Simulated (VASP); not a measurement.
# Al2O3 (P6/mmm) in VASP: single point with PBE

Aim: the single point of Al2O3 with PBE.

Program: VASP 6.6.1. These are calculated values, not measurements. Logs are shortened: lines on timing, memory, paths and dates and some standing lists are left out, and cuts for length are marked.

### 1 The cell of the first run

It takes space group P6/mmm (No. 191, hexagonal). Conventional cell: a = 4.290 Å, b = 4.290 Å, c = 6.789 Å, α = 90.00°, β = 90.00°, γ = 120.00°. Al (site symmetry -6m2) has 3 Al at 2.48 Å and 3 O at 2.48 Å within 3.3 Å. O (site symmetry 6mm) has 1 O at 1.25 Å within 1.7 Å. O (site symmetry 6/mmm) has 6 Al at 2.48 Å and 2 O at 2.77 Å within 3.3 Å.

### 2 Single point, PBE, collinear spin, ferromagnetic start

File INCAR:

```
SYSTEM = Al2O3
  PREC = Accurate
  ENCUT = 600
  EDIFF = 1E-6
  ISMEAR = 0
  SIGMA = 0.1
  LREAL = .FALSE.
  LASPH = .TRUE.
  NELM = 200
  ALGO = Normal
  ISIF = 2
  LWAVE = .FALSE.
  LCHARG = .FALSE.
  ISPIN = 2
  MAGMOM = 0 0 1 1 1
  LORBIT = 11
  GGA = PE
  NBANDS = 24
  GGA_COMPAT = .FALSE.
```

File KPOINTS:

```
regular mesh
0
G
  6 6 4
  0 0 0
```

File POSCAR:

```
Al2O3
1.0
    4.2897651473      0.0000000000      0.0000000000
   -2.1448825737      3.7150455938      0.0000000000
    0.0000000000      0.0000000000      6.7887130690
Al O
2 3
Direct
    0.3333333333      0.6666666667      0.0000000000
    0.6666666667      0.3333333333      0.0000000000
    0.0000000000      0.0000000000      0.4076773911
    0.0000000000      0.0000000000      0.5923226089
    0.0000000000      0.0000000000      0.0000000000
```

Potentials or basis: VASP PAW PBE potentials, release 64 (Al, O).

Launch:

```bash
$ cat potpaw_PBE.64/Al/POTCAR potpaw_PBE.64/O/POTCAR > POTCAR
$ mpirun -np 1 vasp_std > vasp.out
```

OUTCAR:

```text
SYSTEM = Al2O3
   PREC = Accurate
   ENCUT = 600
   EDIFF = 1E-6
   ISMEAR = 0
   LREAL = .FALSE.
   LASPH = .TRUE.
   NELM = 200
   ISIF = 2
   ISPIN = 2
   LORBIT = 11
   GGA = PE

 ion  position               nearest neighbor table
   1  0.333  0.667  0.000-   2 2.48   2 2.48   5 2.48   5 2.48   5 2.48   2 2.48
   2  0.667  0.333  0.000-   1 2.48   1 2.48   5 2.48   5 2.48   5 2.48   1 2.48
   3  0.000  0.000  0.408-   4 1.25
   4  0.000  0.000  0.592-   3 1.25
   5  0.000  0.000  0.000-   1 2.48   2 2.48   1 2.48   2 2.48   2 2.48   1 2.48

  LATTYP: Found a hexagonal cell.
 ALAT       =     4.2897651473
 C/A-ratio  =     1.5825372336

  Lattice vectors:

 A1 = (   4.2897651473,   0.0000000000,   0.0000000000)
 A2 = (  -2.1448825737,   3.7150455938,   0.0000000000)
 A3 = (   0.0000000000,   0.0000000000,   6.7887130690)

Analysis of symmetry for initial positions (statically):
=====================================================================
 Subroutine PRICEL returns:
 Original cell was already a primitive cell.

 Routine SETGRP: Setting up the symmetry group for a
 hexagonal supercell.

 Subroutine GETGRP returns: Found 24 space group operations
 (whereof 24 operations were pure point group operations)
 out of a pool of 24 trial point group operations.

The static configuration has the point symmetry D_6h.

Analysis of symmetry for dynamics (positions and initial velocities):
=====================================================================
 Subroutine PRICEL returns:
 Original cell was already a primitive cell.

 Routine SETGRP: Setting up the symmetry group for a
 hexagonal supercell.

 Subroutine GETGRP returns: Found 24 space group operations
 (whereof 24 operations were pure point group operations)
 out of a pool of 24 trial point group operations.

The dynamic configuration has the point symmetry D_6h.

Analysis of structural, dynamic, and magnetic symmetry:
=====================================================================
 Subroutine PRICEL returns:
 Original cell was already a primitive cell.

 Routine SETGRP: Setting up the symmetry group for a
 hexagonal supercell.

 Subroutine GETGRP returns: Found 24 space group operations
 (whereof 24 operations were pure point group operations)
 out of a pool of 24 trial point group operations.

The overall configuration has the point symmetry D_6h.

 Subroutine INISYM returns: Found 24 space group operations
 (whereof 24 operations are pure point group operations),
 and found     1 'primitive' translations

----------------------------------------------------------------------------------------

                                     Primitive cell

  volume of cell :     108.1895

  direct lattice vectors                    reciprocal lattice vectors
     4.289765147  0.000000000  0.000000000     0.233112995  0.134587850  0.000000000
    -2.144882574  3.715045594  0.000000000     0.000000000  0.269175700  0.000000000
     0.000000000  0.000000000  6.788713069     0.000000000  0.000000000  0.147303324

  length of vectors
     4.289765147  4.289765147  6.788713069     0.269175700  0.269175700  0.147303324

  position of ions in fractional coordinates (direct lattice)
     0.333333333  0.666666667  0.000000000
     0.666666667  0.333333333  0.000000000
     0.000000000  0.000000000  0.407677391
     0.000000000  0.000000000  0.592322609
     0.000000000  0.000000000  0.000000000

  ion indices of the primitive-cell ions
   primitive index   ion index
                 1           1
                 2           2
                 3           3
                 4           4
                 5           5

----------------------------------------------------------------------------------------

 KPOINTS: regular mesh

Automatic generation of k-mesh.
 Grid dimensions read from file:
 generate k-points for:    6    6    4

 Generating k-lattice:

  Cartesian coordinates                     Fractional coordinates (reciprocal lattice)
     0.038852166  0.022431308  0.000000000     0.166666667 -0.000000000  0.000000000
     0.000000000  0.044862617  0.000000000     0.000000000  0.166666667  0.000000000
     0.000000000  0.000000000  0.036825831     0.000000000  0.000000000  0.250000000

  Length of vectors
     0.044862617  0.044862617  0.036825831

  Shift w.r.t. Gamma in fractional coordinates (k-lattice)
     0.000000000  0.000000000  0.000000000

 Subroutine IBZKPT returns following result:
 ===========================================

 Found     21 irreducible k-points:

 Following reciprocal coordinates:
            Coordinates               Weight
  0.000000  0.000000  0.000000      1.000000
  0.166667  0.000000  0.000000      6.000000
  0.333333 -0.000000  0.000000      6.000000
  0.500000  0.000000  0.000000      3.000000
  0.166667  0.166667  0.000000      6.000000
  0.333333  0.166667  0.000000     12.000000
[... 13 lines left out ...]
  0.333333  0.166667  0.500000     12.000000
  0.333333  0.333333  0.500000      2.000000
   k-points           NKPTS =     21   k-points in BZ     NKDIM =     21   number of bands    NBANDS=     24
   number of dos      NEDOS =    301   number of ions     NIONS =      5
   total plane-waves  NPLWV =  69984
   dimension x,y,z NGX =    36 NGY =   36 NGZ =   54
   dimension x,y,z NGXF=    72 NGYF=   72 NGZF=  108
   ions per type =               2   3
   NGX,Y,Z   is equivalent  to a cutoff of  13.95, 13.95, 13.22 a.u.
   NGXF,Y,Z  is equivalent  to a cutoff of  27.90, 27.90, 26.45 a.u.
 SYSTEM =  Al2O3
   PREC   = accura    normal or accurate (medium, high low for compatibility)
   ISTART =      0    job   : 0-new  1-cont  2-samecut
   ICHARG =      2    charge: 1-file 2-atom 10-const
   ISPIN  =      2    spin polarized calculation?
   LNONCOLLINEAR =      F non collinear calculations
   LSORBIT =      F    spin-orbit coupling
   LASPH  =      T    aspherical Exc in radial PAW
   ENCUT  =  600.0 eV  44.10 Ry    6.64 a.u.   8.57  8.57 13.56*2*pi/ulx,y,z
   NELM   =    200;   NELMIN=  2; NELMDL= -5     # of ELM steps
   EDIFF  = 0.1E-05   stopping-criterion for ELM
   LREAL  =      F    real-space projection
   EDIFFG = 0.1E-04   stopping-criterion for IOM
   NSW    =      0    number of steps for IOM
   IBRION =     -1    ionic relax: 0-MD 1-quasi-New 2-CG
   NFREE  =      0    steps in history (QN), initial steepest desc. (CG)
   ISIF   =      2    stress and relaxation
   ISYM   =      2    0-nonsym 1-usesym 2-fastsym
   POTIM  = 0.5000    time-step for ionic-motion
   TEBEG  =    0.0;   TEEND  =   0.0 temperature during run
   PSTRESS=    0.0 pullay stress
   NELECT =      24.0000    total number of electrons
   NUPDOWN=      -1.0000    fix difference up-down
   EMIN   =  10.00;   EMAX   =-10.00  energy-range for DOS
   EFERMI =   0.00;   METHOD = LEGACY
   ISMEAR =     0;   SIGMA  =   0.10  broadening in eV -4-tet -1-fermi 0-gaus
   EFERMI_NEDOS =   21; number of points for ismear=-14 and -15
   IALGO  =     38    algorithm
   IMIX   =      4    mixing-type and parameters
     AMIX     =   0.40;   BMIX     =  1.00
     AMIX_MAG =   1.60;   BMIX_MAG =  1.00
  volume/ion in A,a.u.               =      21.64       146.02
  Fermi-wavevector in a.u.,A,eV,Ry     =   0.991023  1.872761 13.362631  0.982126
  Thomas-Fermi vector in A             =   2.122734
   LORBIT       =     11    0 simple, 1 ext, 2 COOP (PROOUT), +10 PAW based schemes
   GGA     = PE    functional components
   LHFCALC =     F    Hartree Fock is set to
   AEXX    =    0.0000 exact exchange contribution
   IVDW    =     0    specifies the selected vdW correction
   LEPSILON=     F    determine dielectric tensor
   LRPA    =     F    only Hartree local field effects (RPA)
 spin polarized calculation
 Gauss-broadening in eV      SIGMA  =   0.10
  energy-cutoff  :      600.00
  volume of cell :      108.19
 maximum number of plane-waves:      3638
 NGX is ok and might be reduce to    36
   NGX = 17   NGY = 17   NGZ = 27

 number of electron      24.0000002 magnetization       1.7303155

 Free energy of the ion-electron system (eV)
  ---------------------------------------------------
  ext. energy  EPLUGINS =         0.00000000
  ---------------------------------------------------
  free energy    TOTEN  =       -20.95622015 eV

  energy without entropy =      -20.94300949  energy(sigma->0) =      -20.94961482

 E-fermi :   1.0177     XC(G=0):  -7.3927

 val. band max:        1.0074493002   @ k =   0.1667   0.1667   0.0000
 cond. band min:       1.0260346914   @ k =   0.3333   0.3333   0.0000
 fundamental gap:      0.0185853912
 Fermi energy:         1.0177484324

 spin component 1

 k-point     1 :       0.0000    0.0000    0.0000
  band No.  band energies     occupation
      1     -25.4275      1.00000
      2     -16.3039      1.00000
      3     -14.1811      1.00000
      4      -6.8508      1.00000
      5      -6.4265      1.00000
      6      -6.4265      1.00000
[... 16 lines left out ...]
     23       9.9860      0.00000
     24      10.8809      0.00000

 k-point     2 :       0.1667    0.0000    0.0000
  band No.  band energies     occupation
      1     -25.4262      1.00000
      2     -16.2721      1.00000
      3     -14.1765      1.00000
      4      -6.8404      1.00000
      5      -6.4731      1.00000
      6      -6.4364      1.00000
[... 16 lines left out ...]
     23      10.8394      0.00000
     24      11.1846      0.00000
[... 484 lines left out ...]
     23      10.2294      0.00000
     24      10.5436      0.00000

 k-point    21 :       0.3333    0.3333    0.5000
  band No.  band energies     occupation
      1     -25.4210      1.00000
      2     -16.1766      1.00000
      3     -14.1230      1.00000
      4      -6.8396      1.00000
      5      -6.5428      1.00000
      6      -6.5428      1.00000
[... 16 lines left out ...]
     23      10.0536      0.00000
     24      10.0537      0.00000
 Fermi energy:         1.0177484324

 spin component 2

 k-point     1 :       0.0000    0.0000    0.0000
  band No.  band energies     occupation
      1     -24.3895      1.00000
      2     -16.2496      1.00000
      3     -12.6851      1.00000
      4      -6.1697      1.00000
      5      -4.8548      1.00000
      6      -4.8548      1.00000
[... 16 lines left out ...]
     23      10.0781      0.00000
     24      10.9125      0.00000

 k-point     2 :       0.1667    0.0000    0.0000
  band No.  band energies     occupation
      1     -24.3880      1.00000
      2     -16.2175      1.00000
      3     -12.6792      1.00000
      4      -6.1562      1.00000
      5      -5.1391      1.00000
      6      -4.8687      1.00000
[... 16 lines left out ...]
     23      10.9050      0.00000
     24      11.2255      0.00000
[... 484 lines left out ...]
     23      10.4719      0.00000
     24      10.7371      0.00000

 k-point    21 :       0.3333    0.3333    0.5000
  band No.  band energies     occupation
      1     -24.3822      1.00000
      2     -16.1123      1.00000
      3     -12.6250      1.00000
      4      -6.1262      1.00000
      5      -5.1204      1.00000
      6      -5.1204      1.00000
[... 16 lines left out ...]
     23      10.1913      0.00000
     24      10.1913      0.00000

------------------------ aborting loop because EDIFF is reached ----------------------------------------

  FORCE on cell =-STRESS in cart. coord.  units (eV):
  Direction    XX          YY          ZZ          XY          YZ          ZX
  --------------------------------------------------------------------------------------
  -------------------------------------------------------------------------------------
  Total        0.7110663      0.7110663      1.4724448     -0.0000000     -0.0000000      0.0000000
  in kB       10.5301746     10.5301746     21.8054214     -0.0000000     -0.0000000      0.0000000
  external PRESSURE =      14.2885902 kB  Pullay stress =       0.0000000 kB

 VOLUME and BASIS-vectors are now :
 -----------------------------------------------------------------------------
  energy-cutoff  :      600.00
  volume of cell :      108.19
      direct lattice vectors                 reciprocal lattice vectors
     4.289765147  0.000000000  0.000000000     0.233112995  0.134587850  0.000000000
    -2.144882574  3.715045594  0.000000000     0.000000000  0.269175700  0.000000000
     0.000000000  0.000000000  6.788713069     0.000000000  0.000000000  0.147303324

 POSITION                                       TOTAL-FORCE (eV/Angst)
 -----------------------------------------------------------------------------------
     -0.00000      2.47670      0.00000         0.000000      0.000000      0.000000
      2.14488      1.23835      0.00000         0.000000     -0.000000      0.000000
      0.00000      0.00000      2.76760         0.000000     -0.000000     -0.289131
      0.00000      0.00000      4.02111        -0.000000      0.000000      0.289131
      0.00000      0.00000      0.00000         0.000000      0.000000      0.000000
 -----------------------------------------------------------------------------------
    total drift:                               -0.000000     -0.000000      0.000000

  FREE ENERGIE OF THE ION-ELECTRON SYSTEM (eV)
  ---------------------------------------------------
  free  energy   TOTEN  =       -20.9562201498 eV

  energy  without entropy=      -20.9430094885  energy(sigma->0) =      -20.94961482

 total charge

# of ion       s       p       d       tot
------------------------------------------
    1        0.556   0.235   0.000   0.791
    2        0.556   0.235   0.000   0.791
    3        1.607   3.279   0.000   4.886
    4        1.607   3.279   0.000   4.886
    5        1.601   3.216   0.000   4.817
--------------------------------------------------
tot          5.928  10.244   0.000  16.171

 magnetization (x)

# of ion       s       p       d       tot
------------------------------------------
    1        0.009  -0.003   0.000   0.006
    2        0.009  -0.003   0.000   0.006
    3        0.009   0.685   0.000   0.693
    4        0.009   0.685   0.000   0.693
    5        0.001   0.030   0.000   0.031
--------------------------------------------------
tot          0.036   1.393   0.000   1.429
```

It took 5.5 min on 1 thread of AMD EPYC 7R13, shared host; peak memory 0.31 GiB.

Results:

```
Free energy                                           : -20.9562 eV
Pressure                                              : 1.4 GPa
Largest force                                         : 0.289 eV/Å
Net moment                                            : 1.73 μB per cell
Site moments                                          : Al +0.01; O +0.69, +0.03 μB
Valence electrons inside the program's atomic spheres : Al 0.79; O 4.89, 4.82
```

Forces on the atoms (eV/Å):
```
Al   0.000  0.000  0.000
Al   0.000  0.000  0.000
O    0.000  0.000 -0.289
O    0.000  0.000  0.289
O    0.000  0.000  0.000
```

Levels at points of the mesh, in eV from the Fermi level:
Spin up:
| k point | band 10 | band 11 | band 12 | band 13 | band 14 | band 15 | band 16 | band 17 |
| --- | --- | --- | --- | --- | --- | --- | --- | --- |
| (0.00, 0.00, 0.00) | -2.98 | -1.44 | -1.44 | 0.63 | 0.63 | 1.06 | 3.60 | 3.96 |
| (0.50, 0.00, 0.00) | -2.31 | -1.78 | -1.48 | 0.18 | 1.29 | 2.48 | 3.16 | 5.35 |
| (0.00, 0.00, 0.50) | -2.72 | -1.40 | -1.40 | 0.63 | 0.63 | 0.87 | 3.62 | 5.63 |
| (0.50, 0.00, 0.50) | -2.11 | -1.58 | -1.44 | 0.24 | 0.90 | 2.50 | 3.00 | 5.25 |
Spin down:
| k point | band 9 | band 10 | band 11 | band 12 | band 13 | band 14 |
| --- | --- | --- | --- | --- | --- | --- |
| (0.00, 0.00, 0.00) | -3.54 | -2.95 | 0.49 | 0.49 | 0.65 | 0.65 |
| (0.50, 0.00, 0.00) | -3.06 | -2.27 | -0.35 | 0.23 | 0.42 | 1.75 |
| (0.00, 0.00, 0.50) | -3.56 | -2.65 | 0.52 | 0.52 | 0.66 | 0.66 |
| (0.50, 0.00, 0.50) | -3.08 | -2.05 | -0.04 | 0.47 | 0.61 | 0.90 |

Caveat: the standard files for N, O and F lose accuracy on very short bonds.
